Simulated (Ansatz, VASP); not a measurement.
# Ge4F: VASP beside Ansatz

```
Ge F
1.0
     4.03036    0.00000    0.00000
     0.00000    4.03036    0.00000
     0.00000    0.00000   21.64166
Ge F
4 1
Cartesian
  0.0000 2.0152 4.0000
  0.0000 0.0000 5.4249
  2.0152 0.0000 6.9179
  2.0152 2.0152 8.3417
  2.5190 2.5190 11.6417
```

Alike in both runs: task single point; functional PBE; dispersion D3(BJ); k mesh 7 × 7 × 1; occupations gaussian, width 0.1 eV; no spin polarisation.

|  | VASP | Ansatz |
| --- | --- | --- |
| version | VASP 6.6.1 | Ansatz 0.2.0 |
| potentials or method | VASP PAW PBE potentials, release 64 (Ge_d, F), cutoff 520 eV | scalar-relativistic, plane waves, PAW |
| valence electrons in the cell | 63 | 63 |

VASP gave:

| Quantity | Value |
| --- | --- |
| gap on the k mesh at the Fermi level (eV) | none |
| rms of the force components (eV/Å) | 0.309 |

Problem. What did Ansatz give for the same quantities?

Solution. gap on the k mesh at the Fermi level (eV): none; rms of the force components (eV/Å): 0.310.

Atom by atom the forces differ by 0.002 eV/Å (rms over components). A gap of «none» marks a metal or a gap that the smearing closes.
